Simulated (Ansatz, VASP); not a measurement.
# ZrSe2: VASP beside Ansatz

The input POSCAR:

```
ZrSe2
1.0
    3.7881123196      0.0000000000      0.0000000000
   -1.8940561598      3.2806015011      0.0000000000
    0.0000000000      0.0000000000      6.1800627021
Zr Se
1 2
Direct
    0.0000000000      0.0000000000      0.0000000000
    0.3333333333      0.6666666667      0.2538098226
    0.6666666667      0.3333333333      0.7461901774
```

Contents of INCAR.step1:

```
PREC     = Accurate       # precision mode
ENCUT    = 400            # plane-wave cutoff, eV
EDIFF    = 1E-5           # SCF threshold, eV
ISMEAR   = 0              # smearing method
SIGMA    = 0.01           # smearing width, eV
LREAL    = False          # projectors in reciprocal space
LASPH    = True           # aspherical terms in the spheres
NELM     = 120            # most SCF steps
ALGO     = Normal         # electronic algorithm
ISIF     = 2              # what is computed and relaxed
LWAVE    = True           # write WAVECAR
GGA      = PE             # functional
NBANDS   = 19             # bands
GGA_COMPAT= False
```

File INCAR.step2:

```
PREC     = Accurate       # precision mode
ENCUT    = 400            # plane-wave cutoff, eV
EDIFF    = 1E-6           # SCF threshold, eV
ISMEAR   = 0              # smearing method
SIGMA    = 0.01           # smearing width, eV
LREAL    = False          # projectors in reciprocal space
LASPH    = True           # aspherical terms in the spheres
NELM     = 120            # most SCF steps
ALGO     = Normal         # electronic algorithm
ISIF     = 2              # what is computed and relaxed
LWAVE    = False          # write WAVECAR
LCHARG   = True           # write CHGCAR
GGA      = PE             # functional
LHFCALC  = True           # exact exchange
HFSCREEN = 0.2079         # screening, 1/A
PRECFOCK = Normal       
LELF     = True           # ELF
LVHAR    = True         
ISTART   = 1            
NBANDS   = 19             # bands
GGA_COMPAT= False
```

File KPOINTS:

```
regular mesh
0
Gamma
  6 6 2
```

Input for Ansatz:

```yaml
crystal:
  lattice:
    - [3.7881123196, 0.0, 0.0]
    - [-1.8940561598, 3.2806015011, 0.0]
    - [0.0, 0.0, 6.1800627021]
  atoms:
    - { symbol: Zr, position: [0.0, 0.0, 0.0] }
    - { symbol: Se, position: [0.3333333333, 0.6666666667, 0.2538098226] }
    - { symbol: Se, position: [0.6666666667, 0.3333333333, 0.7461901774] }
kpoints:
  mp_grid: { grid: [6, 6, 2] }
hamiltonian:
  xc: hse06
scf:
  occupations: { method: fixed }
  n_extra_bands: 4
output:
  forces: true
  stress: true
  eigenvalues: true
```

Alike in both runs: task single point; functional HSE06; k mesh 6 × 6 × 2; no spin polarisation.

|  | VASP | Ansatz |
| --- | --- | --- |
| version | VASP 6.6.1 | Ansatz 0.2.0 |
| potentials or method | VASP PAW PBE potentials, release 64 (Zr_sv, Se) | plane waves, PAW |
| plane-wave cutoff (eV) | 400 | 420 |
| occupations | gaussian, width 0.01 eV | fixed |
| valence electrons in the cell | 24 | 44 |

|  | VASP | Ansatz | Ansatz less VASP |
| --- | --- | --- | --- |
| gap on the k mesh at the Fermi level (eV) | 0.97 | 0.96 | -0.011 |
| pressure (GPa) | 0.2 | 0.4 | +0.17 |
| traceless stress, the component that is largest in VASP (GPa) | 0.30 | 0.33 | +0.031 |
| rms of the force components (eV/Å) | 0.075 | 0.067 | -0.0077 |

Atom by atom the forces differ by 0.008 eV/Å (rms over components). VASP's potentials hold 24 valence electrons a cell and Ansatz's 44, so a difference there can come from the potentials and not from the codes. Ansatz's warnings: stress exchange threshold loose, stress scf threshold loose.

The k mesh is coarse, so the values compare programs but aren't converged.
